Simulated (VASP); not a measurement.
# Ga3As3N2 in VASP: further runs

Ga3As3N2 is run at these levels: PBE+D3(BJ); tasks: single point.

Program: VASP 6.6.1. These are calculated values, not measurements. Logs are shortened: lines on timing, memory, paths and dates and some standing lists are left out, and cuts for length are marked.

## 1. The cell of the first run

The cell holds a slab with vacuum, 8 atoms: a = 4.014 Å, b = 5.676 Å, c = 22.885 Å, α = 90.00°, β = 90.00°, γ = 90.00°.

## 2. Single point, PBE+D3(BJ)

File INCAR:

```
SYSTEM = Ga3As3N2
PREC = Accurate
ENCUT = 520
EDIFF = 1E-6
ISMEAR = 0
SIGMA = 0.05
LREAL = .False.
LASPH = .True.
NELM = 120
ALGO = Normal
ISIF = 2
LWAVE = .False.
LCHARG = .False.
LDIPOL = .True.
IDIPOL = 3
DIPOL = 0.5 0.5 0.331
GGA = PE
IVDW = 12
NBANDS = 57
GGA_COMPAT = .False.
NELMDL = -8
```

File KPOINTS:

```
Automatic mesh
0
Gamma
  7 5 1
  0 0 0
```

File POSCAR:

```
Ga3As3N2
1.0
    4.0137031116      0.0000000000      0.0000000000
    0.0000000000      5.6762333758      0.0000000000
    0.0000000000      0.0000000000     22.8852699092
Ga As N
3 3 2
Direct
    0.5000000000      0.5000000000      0.1747849169
    0.0000000000      0.0653835254      0.2732733389
    0.5000000000      0.4894639615      0.3292030243
    0.0000000000      0.2500000000      0.1747849169
    0.5000000000      0.8102208702      0.2554204538
    0.0000000000      0.2887573197      0.3664046761
    0.5000000000      1.0387573197      0.5149718555
    0.5000000000      1.0387573197      0.5630377077
```

Potentials or basis: VASP PAW PBE potentials, release 64 (Ga_d, As_d, N).

On the command line:

```
> cat potpaw_PBE.64/Ga_d/POTCAR potpaw_PBE.64/As_d/POTCAR potpaw_PBE.64/N/POTCAR > POTCAR
> mpirun -np 1 vasp_std > vasp.out
```

OUTCAR:

```text
SYSTEM = Ga3As3N2
   PREC = Accurate
   ENCUT = 520
   EDIFF = 1E-6
   ISMEAR = 0
   LREAL = .False.
   LASPH = .True.
   NELM = 120
   ISIF = 2
   GGA = PE
   IVDW = 12
   NELMDL = -8
 IVDW          = 12

 ion  position               nearest neighbor table
   1  0.500  0.500  0.175-   4 2.46   4 2.46   5 2.55
   2  0.000  0.065  0.273-   6 2.48   4 2.49   5 2.51   5 2.51
   3  0.500  0.489  0.329-   6 2.46   6 2.46   5 2.48
   4  0.000  0.250  0.175-   1 2.46   1 2.46   2 2.49
   5  0.500  0.810  0.255-   3 2.48   2 2.51   2 2.51   1 2.55
   6  0.000  0.289  0.366-   3 2.46   3 2.46   2 2.48
   7  0.500  0.039  0.515-   8 1.10
   8  0.500  0.039  0.563-   7 1.10

  LATTYP: Found a simple orthorhombic cell.
 ALAT       =     4.0137031116
 B/A-ratio  =     1.4142135624
 C/A-ratio  =     5.7017844302

  Lattice vectors:

 A1 = (   4.0137031116,   0.0000000000,   0.0000000000)
 A2 = (   0.0000000000,   5.6762333758,   0.0000000000)
 A3 = (   0.0000000000,   0.0000000000,  22.8852699092)

Analysis of symmetry for initial positions (statically):
=====================================================================
 Subroutine PRICEL returns:
 Original cell was already a primitive cell.

 Routine SETGRP: Setting up the symmetry group for a
 simple orthorhombic supercell.

 Subroutine GETGRP returns: Found  2 space group operations
 (whereof  2 operations were pure point group operations)
 out of a pool of  8 trial point group operations.

The static configuration has the point symmetry C_1h.

Analysis of symmetry for dynamics (positions and initial velocities):
=====================================================================
 Subroutine PRICEL returns:
 Original cell was already a primitive cell.

 Routine SETGRP: Setting up the symmetry group for a
 simple orthorhombic supercell.

 Subroutine GETGRP returns: Found  2 space group operations
 (whereof  2 operations were pure point group operations)
 out of a pool of  8 trial point group operations.

The dynamic configuration has the point symmetry C_1h.

 Subroutine INISYM returns: Found  2 space group operations
 (whereof  2 operations are pure point group operations),
 and found     1 'primitive' translations

----------------------------------------------------------------------------------------

                                     Primitive cell

  volume of cell :     521.3886

  direct lattice vectors                    reciprocal lattice vectors
     4.013703112  0.000000000  0.000000000     0.249146479  0.000000000  0.000000000
     0.000000000  5.676233376  0.000000000     0.000000000  0.176173165  0.000000000
     0.000000000  0.000000000 22.885269909     0.000000000  0.000000000  0.043696229

  length of vectors
     4.013703112  5.676233376 22.885269909     0.249146479  0.176173165  0.043696229

  position of ions in fractional coordinates (direct lattice)
     0.500000000  0.500000000  0.174784917
     0.000000000  0.065383525  0.273273339
     0.500000000  0.489463962  0.329203024
     0.000000000  0.250000000  0.174784917
     0.500000000  0.810220870  0.255420454
     0.000000000  0.288757320  0.366404676
     0.500000000  0.038757320  0.514971856
     0.500000000  0.038757320  0.563037708

  ion indices of the primitive-cell ions
   primitive index   ion index
                 1           1
                 2           2
                 3           3
                 4           4
                 5           5
                 6           6
                 7           7
                 8           8

----------------------------------------------------------------------------------------

 KPOINTS: Automatic mesh

Automatic generation of k-mesh.
 Grid dimensions read from file:
 generate k-points for:    7    5    1

 Generating k-lattice:

  Cartesian coordinates                     Fractional coordinates (reciprocal lattice)
     0.035592354  0.000000000  0.000000000     0.142857143  0.000000000  0.000000000
     0.000000000  0.035234633  0.000000000     0.000000000  0.200000000  0.000000000
     0.000000000  0.000000000  0.043696229     0.000000000  0.000000000  1.000000000

  Length of vectors
     0.035592354  0.035234633  0.043696229

  Shift w.r.t. Gamma in fractional coordinates (k-lattice)
     0.000000000  0.000000000  0.000000000

 Subroutine IBZKPT returns following result:
 ===========================================

 Found     12 irreducible k-points:

 Following reciprocal coordinates:
            Coordinates               Weight
  0.000000  0.000000  0.000000      1.000000
  0.142857  0.000000  0.000000      2.000000
  0.285714  0.000000  0.000000      2.000000
  0.428571  0.000000  0.000000      2.000000
  0.000000  0.200000  0.000000      2.000000
  0.142857  0.200000  0.000000      4.000000
  0.285714  0.200000  0.000000      4.000000
  0.428571  0.200000  0.000000      4.000000
  0.000000  0.400000  0.000000      2.000000
  0.142857  0.400000  0.000000      4.000000
  0.285714  0.400000  0.000000      4.000000
  0.428571  0.400000  0.000000      4.000000
   k-points           NKPTS =     12   k-points in BZ     NKDIM =     12   number of bands    NBANDS=     57
   number of dos      NEDOS =    301   number of ions     NIONS =      8
   total plane-waves  NPLWV = 226800
   dimension x,y,z NGX =    30 NGY =   42 NGZ =  180
   dimension x,y,z NGXF=    60 NGYF=   84 NGZF=  360
   ions per type =               3   3   2
   NGX,Y,Z   is equivalent  to a cutoff of  12.43, 12.30, 13.08 a.u.
   NGXF,Y,Z  is equivalent  to a cutoff of  24.85, 24.60, 26.15 a.u.
 SYSTEM =  Ga3As3N2
   PREC   = accura    normal or accurate (medium, high low for compatibility)
   ISTART =      0    job   : 0-new  1-cont  2-samecut
   ICHARG =      2    charge: 1-file 2-atom 10-const
   ISPIN  =      1    spin polarized calculation?
   LNONCOLLINEAR =      F non collinear calculations
   LSORBIT =      F    spin-orbit coupling
   LASPH  =      T    aspherical Exc in radial PAW
   ENCUT  =  520.0 eV  38.22 Ry    6.18 a.u.   7.46 10.55 42.55*2*pi/ulx,y,z
   NELM   =    120;   NELMIN=  2; NELMDL= -8     # of ELM steps
   EDIFF  = 0.1E-05   stopping-criterion for ELM
   LREAL  =      F    real-space projection
   EDIFFG = 0.1E-04   stopping-criterion for IOM
   NSW    =      0    number of steps for IOM
   IBRION =     -1    ionic relax: 0-MD 1-quasi-New 2-CG
   NFREE  =      0    steps in history (QN), initial steepest desc. (CG)
   ISIF   =      2    stress and relaxation
   ISYM   =      2    0-nonsym 1-usesym 2-fastsym
   POTIM  = 0.5000    time-step for ionic-motion
   TEBEG  =    0.0;   TEEND  =   0.0 temperature during run
   PSTRESS=    0.0 pullay stress
   NELECT =      94.0000    total number of electrons
   NUPDOWN=      -1.0000    fix difference up-down
   EMIN   =  10.00;   EMAX   =-10.00  energy-range for DOS
   EFERMI =   0.00;   METHOD = LEGACY
   ISMEAR =     0;   SIGMA  =   0.05  broadening in eV -4-tet -1-fermi 0-gaus
   EFERMI_NEDOS =   21; number of points for ismear=-14 and -15
   IALGO  =     38    algorithm
   IMIX   =      4    mixing-type and parameters
     AMIX     =   0.40;   BMIX     =  1.00
     AMIX_MAG =   1.60;   BMIX_MAG =  1.00
  volume/ion in A,a.u.               =      65.17       439.81
  Fermi-wavevector in a.u.,A,eV,Ry     =   0.924834  1.747682 11.637297  0.855317
  Thomas-Fermi vector in A             =   2.050622
   LORBIT       =      0    0 simple, 1 ext, 2 COOP (PROOUT), +10 PAW based schemes
   GGA     = PE    functional components
   LHFCALC =     F    Hartree Fock is set to
   AEXX    =    0.0000 exact exchange contribution
   IVDW    =    12    specifies the selected vdW correction
   LEPSILON=     F    determine dielectric tensor
   LRPA    =     F    only Hartree local field effects (RPA)
 non-spin polarized calculation
 Gauss-broadening in eV      SIGMA  =   0.05
  energy-cutoff  :      520.00
  volume of cell :      521.39
 maximum number of plane-waves:     14091
 NGX is ok and might be reduce to    30
   NGX = 15   NGY = 21   NGZ = 85

 dipolmoment           0.000000      0.000000     -0.004383 electrons x Angstroem

 number of electron      93.9999953 magnetization

 dipolmoment           0.000000      0.000000      0.040812 electrons x Angstroem

 Free energy of the ion-electron system (eV)
  ---------------------------------------------------
  ext. energy  EPLUGINS =         0.00000000
  ---------------------------------------------------
  free energy    TOTEN  =       -39.44324382 eV

  energy without entropy =      -39.44324382  energy(sigma->0) =      -39.44324382

 E-fermi :  -2.2235     XC(G=0):  -3.9541

 val. band max:       -2.4244068053   @ k =   0.0000   0.0000   0.0000
 cond. band min:      -2.0184940625   @ k =   0.4286   0.0000   0.0000
 fundamental gap:      0.4059127428
 Fermi energy:        -2.2235096113

 k-point     1 :       0.0000    0.0000    0.0000
  band No.  band energies     occupation
      1     -37.6534      2.00000
      2     -37.6421      2.00000
      3     -37.6374      2.00000
      4     -37.6238      2.00000
      5     -37.6223      2.00000
      6     -37.2326      2.00000
[... 49 lines left out ...]
     56       1.9627      0.00000
     57       2.1420      0.00000

 k-point     2 :       0.1429    0.0000    0.0000
  band No.  band energies     occupation
      1     -37.6533      2.00000
      2     -37.6421      2.00000
      3     -37.6375      2.00000
      4     -37.6236      2.00000
      5     -37.6224      2.00000
      6     -37.2323      2.00000
[... 49 lines left out ...]
     56       1.7975      0.00000
     57       2.0950      0.00000
[... 538 lines left out ...]
     56       2.5482      0.00000
     57       2.9649      0.00000

 k-point    12 :       0.4286    0.4000    0.0000
  band No.  band energies     occupation
      1     -37.6532      2.00000
      2     -37.6420      2.00000
      3     -37.6377      2.00000
      4     -37.6227      2.00000
      5     -37.6226      2.00000
      6     -37.2315      2.00000
[... 49 lines left out ...]
     56       2.5883      0.00000
     57       2.9144      0.00000

------------------------ aborting loop because EDIFF is reached ----------------------------------------

 vacuum level on the upper side and lower side of the slab       (xc-potential included)         0.038        -0.273

 Edisp (eV)   -1.25473

 E8    (eV) :    -0.5695

  FORCE on cell =-STRESS in cart. coord.  units (eV):
  Direction    XX          YY          ZZ          XY          YZ          ZX
  --------------------------------------------------------------------------------------
  -------------------------------------------------------------------------------------
  Total      -2.17235    -2.73616     2.17925     0.00000    -0.03885     0.00000
  in kB      -6.67542    -8.40796     6.69662     0.00000    -0.11938     0.00000
  external pressure =       -2.80 kB  Pullay stress =        0.00 kB

 VOLUME and BASIS-vectors are now :
 -----------------------------------------------------------------------------
  energy-cutoff  :      520.00
  volume of cell :      521.39
      direct lattice vectors                 reciprocal lattice vectors
     4.013703112  0.000000000  0.000000000     0.249146479  0.000000000  0.000000000
     0.000000000  5.676233376  0.000000000     0.000000000  0.176173165  0.000000000
     0.000000000  0.000000000 22.885269909     0.000000000  0.000000000  0.043696229

 POSITION                                       TOTAL-FORCE (eV/Angst)
 -----------------------------------------------------------------------------------
      2.00685      2.83812      4.00000         0.000000     -0.320462      1.035708
      0.00000      0.37113      6.25393         0.000000     -0.005939      0.013648
      2.00685      2.77831      7.53390         0.000000     -0.003784      0.010343
      0.00000      1.41906      4.00000         0.000000      0.327421     -1.053346
      2.00685      4.59900      5.84537         0.000000      0.008426     -0.007829
      0.00000      1.63905      8.38527         0.000000     -0.001941      0.034547
      2.00685      0.22000     11.78527         0.000000     -0.013181     -2.152394
      2.00685      0.22000     12.88527         0.000000      0.009460      2.119324
 -----------------------------------------------------------------------------------
    total drift:                                0.000000      0.002899     -0.002256

  FREE ENERGIE OF THE ION-ELECTRON SYSTEM (eV)
  ---------------------------------------------------
  free  energy   TOTEN  =       -40.6979715178 eV

  energy  without entropy=      -40.6979715176  energy(sigma->0) =      -40.69797152

 vacuum level on the upper side and lower side of the slab         2.443         2.122
```

It took 8.6 min on 1 thread of Intel Xeon Platinum 8488C (Sapphire Rapids), shared host; peak memory 0.7 GiB.

What came out:

```
Free energy                : -40.6980 eV
Largest force              : 2.152 eV/Å
Band gap on the k mesh     : 0.41 eV (least direct gap 0.76 eV)
Dispersion energy per atom : -0.157 eV
```

Forces in eV/Å, atoms in the order of the input:
```
Ga   0.000 -0.320  1.036
Ga   0.000 -0.006  0.014
Ga   0.000 -0.004  0.010
As   0.000  0.327 -1.053
As   0.000  0.008 -0.008
As   0.000 -0.002  0.035
N    0.000 -0.013 -2.152
N    0.000  0.009  2.119
```

Caveat: the standard files for N, O and F lose accuracy on very short bonds.

## 3. Single point, PBE+D3(BJ)

File INCAR:

```
SYSTEM = Ga3As3N2
PREC     = Accurate       ! precision mode
ENCUT    = 520            ! plane-wave cutoff, eV
EDIFF    = 1E-6           ! SCF threshold, eV
ISMEAR   = 0              ! smearing method
SIGMA    = 0.05           ! smearing width, eV
LREAL    = .FALSE.        ! projectors in reciprocal space
LASPH    = .TRUE.         ! aspherical terms in the spheres
NELM     = 120            ! most SCF steps
ALGO     = Normal         ! electronic algorithm
ISIF     = 2              ! what is computed and relaxed
LWAVE    = .FALSE.        ! write WAVECAR
LCHARG   = .TRUE.         ! write CHGCAR
LDIPOL   = .TRUE.       
IDIPOL   = 3            
DIPOL    = 0.5 0.5 0.331
GGA      = PE             ! functional
IVDW     = 12             ! dispersion correction
LELF     = .TRUE.         ! ELF
LVHAR    = .TRUE.       
LVACPOTAV= .TRUE.       
NBANDS   = 57             ! bands
GGA_COMPAT= .FALSE.      
NELMDL   = -8
```

File KPOINTS:

```
Automatic mesh
0
G
  7 5 1
  0 0 0
```

Changes to POSCAR since step 2:

```diff
@@ -14,3 +14,3 @@
     0.0000000000      0.2887573197      0.3664046761
-    0.5000000000      1.0387573197      0.5149718555
-    0.5000000000      1.0387573197      0.5630377077
+    0.0000000000      0.7887573197      0.5149718555
+    0.0000000000      0.7887573197      0.5630377077
```

Potentials or basis: VASP PAW PBE potentials, release 64 (Ga_d, As_d, N).

On the command line:

```
> cat potpaw_PBE.64/Ga_d/POTCAR potpaw_PBE.64/As_d/POTCAR potpaw_PBE.64/N/POTCAR > POTCAR
> mpirun -np 1 vasp_std > vasp.out
```

It took 21 min on 1 thread of Intel Xeon Platinum 8375C at 2.90GHz (Ice Lake), shared host; peak memory 0.7 GiB.

It converged, with:

| Property | Result |
| --- | --- |
| Free energy | -40.7002 eV |
| Largest force | 2.144 eV/Å |
| Band gap on the k mesh | 0.40 eV (least direct gap 0.75 eV) |
| Dispersion energy per atom | -0.156 eV |

Forces in eV/Å, atoms in the order of the input:
```
Ga   0.000 -0.320  1.038
Ga   0.000 -0.008  0.018
Ga   0.000  0.005  0.017
As   0.000  0.325 -1.054
As   0.000  0.005 -0.010
As   0.000 -0.002  0.030
N    0.000 -0.011 -2.144
N    0.000  0.006  2.105
```

Levels at points of the mesh, in eV from the valence-band top:
```
           k point  band 44  band 45  band 46  band 47  band 48  band 49  band 50  band 51
(0.00, 0.00, 0.00)    -1.32    -0.88    -0.85     0.00     0.75     1.62     2.31     2.73
```

Caveat: the standard files for N, O and F lose accuracy on very short bonds.

## 4. Single point, PBE+D3(BJ)

File INCAR:

```
ALGO = Normal ; DIPOL = 0.5 0.5 0.331
EDIFF = 1E-6 ; ENCUT = 520
GGA = PE ; GGA_COMPAT = F
IDIPOL = 3 ; ISIF = 2
ISMEAR = 0 ; IVDW = 12
LASPH = T ; LCHARG = F
LDIPOL = T ; LREAL = F
LWAVE = F ; NBANDS = 57
NELM = 120 ; NELMDL = -8
PREC = Accurate ; SIGMA = 0.05
```

File KPOINTS:

```
k-points
0
Gamma
  7 5 1
```

Changes to POSCAR since step 3:

```diff
@@ -14,3 +14,3 @@
     0.0000000000      0.2887573197      0.3664046761
-    0.0000000000      0.7887573197      0.5149718555
-    0.0000000000      0.7887573197      0.5630377077
+    0.5000000000      0.5387573197      0.5149718555
+    0.5000000000      0.5387573197      0.5630377077
```

On the command line:

```
> cat potpaw_PBE.64/Ga_d/POTCAR potpaw_PBE.64/As_d/POTCAR potpaw_PBE.64/N/POTCAR > POTCAR
> mpirun -np 1 vasp_std > vasp.out
```

Run time: 8.2 min. Hardware: 1 thread of Intel Xeon 6975P-C (Granite Rapids), shared host; peak memory 0.69 GiB.

Results (log left out):

```yaml
Free_energy: -40.7066 eV
Largest_force: 2.142 eV/Å
Band_gap_on_the_k_mesh: 0.41 eV (least direct gap 0.75 eV)
Dispersion_energy_per_atom: -0.157 eV
```

Forces in eV/Å, atoms in the order of the input:
```
Ga   0.000 -0.321  1.039
Ga   0.000 -0.003  0.019
Ga   0.000 -0.004  0.026
As   0.000  0.324 -1.057
As   0.000  0.004 -0.010
As   0.000 -0.001  0.022
N    0.000  0.012 -2.142
N    0.000 -0.010  2.103
```

Levels at points of the mesh, in eV from the valence-band top:
| k point | band 45 | band 46 | band 47 | band 48 | band 49 | band 50 |
| --- | --- | --- | --- | --- | --- | --- |
| (0.00, 0.00, 0.00) | -0.88 | -0.85 | 0.00 | 0.75 | 1.62 | 2.30 |

Caveat: the standard files for N, O and F lose accuracy on very short bonds.

## 5. The runs side by side

| cell | gap on the mesh (eV) | largest force (eV/Å) |
| --- | --- | --- |
| as given, atomic positions A | 0.41 | 2.15 |
| as given, atomic positions B | 0.40 | 2.14 |
| as given, atomic positions C | 0.41 | 2.14 |

Alike in all rows: task single point; level PBE+D3(BJ); potentials or basis VASP PAW PBE potentials, release 64 (Ga_d, As_d, N); no spin polarisation; k mesh 7 × 5 × 1; cutoff (eV) 520; smearing gaussian 0.05 eV.

Caveats: the standard files for N, O and F lose accuracy on very short bonds.

Total energies depend on the potentials used, so only differences within one code and one set of settings carry meaning.
